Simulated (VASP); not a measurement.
Write the native input for VASP 6.6.1 that does the following.

| Quantity | Value |
| --- | --- |
| Task | relaxation of cell and atoms |
| Functional | PBE |
| Potentials or basis | VASP PAW PBE potentials, release 64 (Hf_pv, Sn_d, Se) |
| Cutoff | 600 eV |
| k mesh | 6 × 6 × 2 |
| Occupations | gaussian, width 0.1 eV |
| Spin | no spin polarisation |
| Dipole correction | no |
| Further INCAR settings | ALGO = Normal; EDIFF = 1e-07; IBRION = 2; EDIFFG = -0.04; NSW = 90; ISIF = 3 |

The structure of HfSnSe4 lies in POSCAR:

```
HfSnSe4
1.0
    4.1988715500      0.0000000000      0.0000000000
   -2.0994357700      3.6363294300      0.0000000000
    0.0000000000      0.0000000000      8.7286165600
Hf Sn Se
1 1 4
Direct
    0.0000000000      0.0000000000      0.0000000000
    0.0000000000      0.0000000000      0.5000000000
    0.3333333300      0.6666666700      0.7432699200
    0.3333333300      0.6666666700      0.2567300800
    0.6666666700      0.3333333300      0.7432699200
    0.6666666700      0.3333333300      0.2567300800
```

One way to write it, as run:

INCAR

```
SYSTEM = HfSnSe4
PREC = Accurate ; ENCUT = 600
EDIFF = 1E-7 ; ISMEAR = 0
SIGMA = 0.1 ; LREAL = .FALSE.
LASPH = .TRUE. ; NELM = 60
ALGO = Normal ; ISIF = 3
LWAVE = .FALSE. ; LCHARG = .FALSE.
GGA = PE ; IBRION = 2
NSW = 90 ; EDIFFG = -0.04
```

KPOINTS

```
regular mesh
0
G
  6 6 2
  0 0 0
```

Potentials or basis: VASP PAW PBE potentials, release 64 (Hf_pv, Sn_d, Se).

Command:

```sh
$ cat potpaw_PBE.64/Hf_pv/POTCAR potpaw_PBE.64/Sn_d/POTCAR potpaw_PBE.64/Se/POTCAR > POTCAR
$ mpirun -np 1 vasp_std > vasp.out
```

Results of the run:

```yaml
Relaxed_volume: 21.50 Å³/atom
Relaxed_cell: a = 5.073 Å, b = 5.073 Å, c = 5.790 Å, α = 90.00°, β = 90.00°, γ = 120.00°
Space_group_after_relaxing_to_0.05_Å: P6/mmm (No. 191)
Energy_gained_by_relaxing: 922.2 meV/atom
Ionic_steps: 17
Pressure_after_relaxing: 0.0 GPa
Largest_force_after_relaxing: 0.026 eV/Å
Band_gap_on_the_k_mesh: zero (band 24 reaches 7.55 eV, above the bottom of band 25 at 4.84 eV)
```

Caveat: spin-orbit coupling is left out, which moves the levels of the heavy elements.

Run time: 12 min on 1 thread of AMD EPYC 9R45 96-Core Processor (Zen 5), on a shared host, peak memory 0.32 GiB.
